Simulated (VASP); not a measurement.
# I in VASP: single point with PBEsol

Aim: the single point of I with PBEsol.

All numbers are computed with VASP 6.6.1; they aren't measurements. Logs are shortened: lines on timing, memory, paths and dates and some standing lists are left out, and cuts for length are marked.

## (1) The cell of the first run

The cell holds a slab with vacuum, 2 atoms: a = 4.180 Å, b = 4.180 Å, c = 12.120 Å, α = 90.00°, β = 90.00°, γ = 120.00°.

## (2) Single point, PBEsol

Contents of INCAR:

```
SYSTEM = I
ALGO = Normal
EDIFF = 1E-6
ENCUT = 520
GGA = PS
ISIF = 2
ISMEAR = 1
LASPH = .True.
LCHARG = .False.
LREAL = .False.
LWAVE = .False.
NBANDS = 14
NELM = 60
PREC = Accurate
SIGMA = 0.1
```

Contents of KPOINTS:

```
k-points
0
Gamma
  6 6 2
  0 0 0
```

Contents of POSCAR:

```
I
1.0
    4.1799250000      0.0000000000      0.0000000000
   -2.0899630000      3.6199210000      0.0000000000
    0.0000000000      0.0000000000     12.1196730000
I
2
Direct
    0.6666666667      0.3333333333      0.6684150000
    0.3333333333      0.6666666667      0.3315850000
```

Potentials or basis: VASP PAW PBE potentials, release 64 (I).

Launch:

```sh
cat potpaw_PBE.64/I/POTCAR > POTCAR
mpirun -np 1 vasp_std > vasp.out
```

OUTCAR:

```text
SYSTEM = I
   EDIFF = 1E-6
   ENCUT = 520
   GGA = PS
   ISIF = 2
   ISMEAR = 1
   LASPH = .True.
   LREAL = .False.
   NELM = 60
   PREC = Accurate

 ion  position               nearest neighbor table
   1  0.667  0.333  0.668-
   2  0.333  0.667  0.332-

  LATTYP: Found a hexagonal cell.
 ALAT       =     4.1799250000
 C/A-ratio  =     2.8994953259

  Lattice vectors:

 A1 = (   4.1799250000,   0.0000000000,   0.0000000000)
 A2 = (  -2.0899630000,   3.6199210000,   0.0000000000)
 A3 = (   0.0000000000,   0.0000000000,  12.1196730000)

Analysis of symmetry for initial positions (statically):
=====================================================================
 Subroutine PRICEL returns:
 Original cell was already a primitive cell.

 Routine SETGRP: Setting up the symmetry group for a
 hexagonal supercell.

 Subroutine GETGRP returns: Found 12 space group operations
 (whereof 12 operations were pure point group operations)
 out of a pool of 24 trial point group operations.

The static configuration has the point symmetry D_3d.

Analysis of symmetry for dynamics (positions and initial velocities):
=====================================================================
 Subroutine PRICEL returns:
 Original cell was already a primitive cell.

 Routine SETGRP: Setting up the symmetry group for a
 hexagonal supercell.

 Subroutine GETGRP returns: Found 12 space group operations
 (whereof 12 operations were pure point group operations)
 out of a pool of 24 trial point group operations.

The dynamic configuration has the point symmetry D_3d.

 Subroutine INISYM returns: Found 12 space group operations
 (whereof 12 operations are pure point group operations),
 and found     1 'primitive' translations

----------------------------------------------------------------------------------------

                                     Primitive cell

  volume of cell :     183.3828

  direct lattice vectors                    reciprocal lattice vectors
     4.179925000  0.000000000  0.000000000     0.239238742  0.138124594  0.000000000
    -2.089963000  3.619921000  0.000000000     0.000000000  0.276249123  0.000000000
     0.000000000  0.000000000 12.119673000     0.000000000  0.000000000  0.082510477

  length of vectors
     4.179925000  4.179925046 12.119673000     0.276249126  0.276249123  0.082510477

  position of ions in fractional coordinates (direct lattice)
     0.666666667  0.333333333  0.668415000
     0.333333333  0.666666667  0.331585000

  ion indices of the primitive-cell ions
   primitive index   ion index
                 1           1
                 2           2

----------------------------------------------------------------------------------------

 KPOINTS: k-points

Automatic generation of k-mesh.
 Grid dimensions read from file:
 generate k-points for:    6    6    2

 Generating k-lattice:

  Cartesian coordinates                     Fractional coordinates (reciprocal lattice)
     0.039873124  0.023020766  0.000000000     0.166666667  0.000000000  0.000000000
     0.000000000  0.046041520  0.000000000     0.000000000  0.166666667  0.000000000
     0.000000000  0.000000000  0.041255238     0.000000000  0.000000000  0.500000000

  Length of vectors
     0.046041521  0.046041520  0.041255238

  Shift w.r.t. Gamma in fractional coordinates (k-lattice)
     0.000000000  0.000000000  0.000000000

 Subroutine IBZKPT returns following result:
 ===========================================

 Found     14 irreducible k-points:

 Following reciprocal coordinates:
            Coordinates               Weight
  0.000000  0.000000  0.000000      1.000000
  0.166667  0.000000  0.000000      6.000000
  0.333333  0.000000  0.000000      6.000000
  0.500000  0.000000  0.000000      3.000000
  0.166667  0.166667  0.000000      6.000000
  0.333333  0.166667  0.000000     12.000000
  0.333333  0.333333  0.000000      2.000000
  0.000000  0.000000  0.500000      1.000000
  0.166667  0.000000  0.500000      6.000000
  0.333333  0.000000  0.500000      6.000000
  0.500000  0.000000  0.500000      3.000000
  0.166667  0.166667  0.500000      6.000000
  0.333333  0.166667  0.500000     12.000000
  0.333333  0.333333  0.500000      2.000000
   k-points           NKPTS =     14   k-points in BZ     NKDIM =     14   number of bands    NBANDS=     14
   number of dos      NEDOS =    301   number of ions     NIONS =      2
   total plane-waves  NPLWV =  92160
   dimension x,y,z NGX =    32 NGY =   32 NGZ =   90
   dimension x,y,z NGXF=    64 NGYF=   64 NGZF=  180
   ions per type =               2
   NGX,Y,Z   is equivalent  to a cutoff of  12.73, 12.73, 12.35 a.u.
   NGXF,Y,Z  is equivalent  to a cutoff of  25.45, 25.45, 24.69 a.u.
 SYSTEM =  I
   PREC   = accura    normal or accurate (medium, high low for compatibility)
   ISTART =      0    job   : 0-new  1-cont  2-samecut
   ICHARG =      2    charge: 1-file 2-atom 10-const
   ISPIN  =      1    spin polarized calculation?
   LNONCOLLINEAR =      F non collinear calculations
   LSORBIT =      F    spin-orbit coupling
   LASPH  =      T    aspherical Exc in radial PAW
   ENCUT  =  520.0 eV  38.22 Ry    6.18 a.u.   7.77  7.77 22.53*2*pi/ulx,y,z
   NELM   =     60;   NELMIN=  2; NELMDL= -5     # of ELM steps
   EDIFF  = 0.1E-05   stopping-criterion for ELM
   LREAL  =      F    real-space projection
   EDIFFG = 0.1E-04   stopping-criterion for IOM
   NSW    =      0    number of steps for IOM
   IBRION =     -1    ionic relax: 0-MD 1-quasi-New 2-CG
   NFREE  =      0    steps in history (QN), initial steepest desc. (CG)
   ISIF   =      2    stress and relaxation
   ISYM   =      2    0-nonsym 1-usesym 2-fastsym
   POTIM  = 0.5000    time-step for ionic-motion
   TEBEG  =    0.0;   TEEND  =   0.0 temperature during run
   PSTRESS=    0.0 pullay stress
   NELECT =      14.0000    total number of electrons
   NUPDOWN=      -1.0000    fix difference up-down
   EMIN   =  10.00;   EMAX   =-10.00  energy-range for DOS
   EFERMI =   0.00;   METHOD = LEGACY
   ISMEAR =     1;   SIGMA  =   0.10  broadening in eV -4-tet -1-fermi 0-gaus
   EFERMI_NEDOS =   21; number of points for ismear=-14 and -15
   IALGO  =     38    algorithm
   IMIX   =      4    mixing-type and parameters
     AMIX     =   0.40;   BMIX     =  1.00
     AMIX_MAG =   1.60;   BMIX_MAG =  1.00
  volume/ion in A,a.u.               =      91.69       618.76
  Fermi-wavevector in a.u.,A,eV,Ry     =   0.694488  1.312392  6.562273  0.482313
  Thomas-Fermi vector in A             =   1.776995
   LORBIT       =      0    0 simple, 1 ext, 2 COOP (PROOUT), +10 PAW based schemes
   GGA     = PS    functional components
   LHFCALC =     F    Hartree Fock is set to
   AEXX    =    0.0000 exact exchange contribution
   IVDW    =     0    specifies the selected vdW correction
   LEPSILON=     F    determine dielectric tensor
   LRPA    =     F    only Hartree local field effects (RPA)
 non-spin polarized calculation
 Methfessel and Paxton  Order N= 1 SIGMA  =   0.10
  energy-cutoff  :      520.00
  volume of cell :      183.38
 maximum number of plane-waves:      4983
 NGX is ok and might be reduce to    32
   NGX = 15   NGY = 15   NGZ = 45

 number of electron      13.9999999 magnetization

 Free energy of the ion-electron system (eV)
  ---------------------------------------------------
  ext. energy  EPLUGINS =         0.00000000
  ---------------------------------------------------
  free energy    TOTEN  =        -1.48425605 eV

  energy without entropy =       -1.47738919  energy(sigma->0) =       -1.48196710

 E-fermi :  -2.9869     XC(G=0):  -5.0328

 val. band max:       -3.0241959985   @ k =   0.1667   0.1667   0.5000
 cond. band min:      -2.9690632642   @ k =   0.5000   0.0000   0.5000
 fundamental gap:      0.0551327343
 Fermi energy:        -2.9868736762

 k-point     1 :       0.0000    0.0000    0.0000
  band No.  band energies     occupation
      1     -14.1742      2.00000
      2     -14.1017      2.00000
      3      -4.0545      2.00000
      4      -3.3294      2.00001
      5      -2.5256     -0.00000
      6      -2.5256     -0.00000
      7      -2.4796     -0.00000
      8      -2.4796     -0.00000
      9       2.5179      0.00000
     10       3.7289      0.00000
     11       4.1378      0.00000
     12       5.2285      0.00000
     13       5.8116      0.00000
     14       6.9856      0.00000

 k-point     2 :       0.1667    0.0000    0.0000
  band No.  band energies     occupation
      1     -14.0885      2.00000
      2     -14.0234      2.00000
      3      -3.9159      2.00000
      4      -3.3231      2.00002
      5      -3.1687      2.02745
      6      -3.1190      2.06842
      7      -2.6774     -0.00011
      8      -2.6094     -0.00000
      9       3.0410      0.00000
     10       4.4061      0.00000
     11       4.5767      0.00000
     12       5.3275      0.00000
     13       5.7825      0.00000
     14       6.1971      0.00000

 k-point     3 :       0.3333    0.0000    0.0000
  band No.  band energies     occupation
      1     -13.9032      2.00000
      2     -13.8595      2.00000
      3      -4.3109      2.00000
      4      -4.2400      2.00000
      5      -3.5193      2.00000
      6      -3.0791      2.03004
      7      -2.9466      0.37593
      8      -2.8545     -0.06830
      9       3.9033      0.00000
     10       4.1708      0.00000
     11       4.5553      0.00000
     12       4.7785      0.00000
     13       5.2888      0.00000
     14       6.9412      0.00000
[... 154 lines left out ...]
 k-point    13 :       0.3333    0.1667    0.5000
  band No.  band energies     occupation
      1     -13.8014      2.00000
      2     -13.7763      2.00000
      3      -4.5270      2.00000
      4      -4.4546      2.00000
      5      -3.4610      2.00000
      6      -3.3845      2.00000
      7      -3.2577      2.00087
      8      -3.0294      1.65228
      9       4.1927      0.00000
     10       4.4916      0.00000
     11       5.1424      0.00000
     12       5.2149      0.00000
     13       5.9206      0.00000
     14       6.2461      0.00000

 k-point    14 :       0.3333    0.3333    0.5000
  band No.  band energies     occupation
      1     -13.7417      2.00000
      2     -13.7417      2.00000
      3      -4.2226      2.00000
      4      -4.1680      2.00000
      5      -4.1680      2.00000
      6      -4.0670      2.00000
      7      -3.0844      2.04481
      8      -3.0844      2.04481
      9       4.5879      0.00000
     10       5.0262      0.00000
     11       5.0262      0.00000
     12       5.6733      0.00000
     13       6.4785      0.00000
     14       6.4785      0.00000

------------------------ aborting loop because EDIFF is reached ----------------------------------------

  FORCE on cell =-STRESS in cart. coord.  units (eV):
  Direction    XX          YY          ZZ          XY          YZ          ZX
  --------------------------------------------------------------------------------------
  -------------------------------------------------------------------------------------
  Total       -3.6555977     -3.6555973     -0.1900063      0.0000005     -0.0000000     -0.0000000
  in kB      -31.9382046    -31.9382005     -1.6600461      0.0000044     -0.0000000     -0.0000000
  external PRESSURE =     -21.8454837 kB  Pullay stress =       0.0000000 kB

 VOLUME and BASIS-vectors are now :
 -----------------------------------------------------------------------------
  energy-cutoff  :      520.00
  volume of cell :      183.38
      direct lattice vectors                 reciprocal lattice vectors
     4.179925000  0.000000000  0.000000000     0.239238742  0.138124594  0.000000000
    -2.089963000  3.619921000  0.000000000     0.000000000  0.276249123  0.000000000
     0.000000000  0.000000000 12.119673000     0.000000000  0.000000000  0.082510477

 POSITION                                       TOTAL-FORCE (eV/Angst)
 -----------------------------------------------------------------------------------
      2.08996      1.20664      8.10097        -0.000000     -0.000000     -0.049790
     -0.00000      2.41328      4.01870         0.000000      0.000000      0.049790
 -----------------------------------------------------------------------------------
    total drift:                                0.000000     -0.000000     -0.000000

  FREE ENERGIE OF THE ION-ELECTRON SYSTEM (eV)
  ---------------------------------------------------
  free  energy   TOTEN  =        -1.4842560490 eV

  energy  without entropy=       -1.4773891874  energy(sigma->0) =       -1.48196710
```

It took 46 s on 1 thread of AMD EPYC 7R13 (Zen 3), shared host; peak memory 0.25 GiB.

Results:

```
Free energy            : -1.4843 eV
Largest force          : 0.050 eV/Å
Band gap on the k mesh : zero (bands 7 and 8 overlap by 0.61 eV)
```

Forces in eV/Å, atoms in the order of the input:
```
I    0.000  0.000 -0.050
I    0.000  0.000  0.050
```

Levels at points of the mesh, in eV from the Fermi level:
| k point | band 5 | band 6 | band 7 | band 8 | band 9 | band 10 |
| --- | --- | --- | --- | --- | --- | --- |
| (0.00, 0.00, 0.00) | 0.46 | 0.46 | 0.51 | 0.51 | 5.50 | 6.72 |
| (0.50, 0.00, 0.00) | -0.29 | -0.08 | -0.07 | 0.02 | 6.78 | 7.01 |
| (0.00, 0.00, 0.50) | 0.46 | 0.46 | 0.51 | 0.51 | 5.86 | 6.11 |
| (0.50, 0.00, 0.50) | -0.29 | -0.08 | -0.07 | 0.02 | 6.75 | 6.98 |

Caveat: there is no dipole correction, which matters where the two faces differ; the PAW data sets were made with another functional, which shifts forces and pressure a little; spin-orbit coupling is left out, which moves the levels of the heavy elements.

The gap in the log of VASP goes by the Fermi energy; the results here count the filled bands.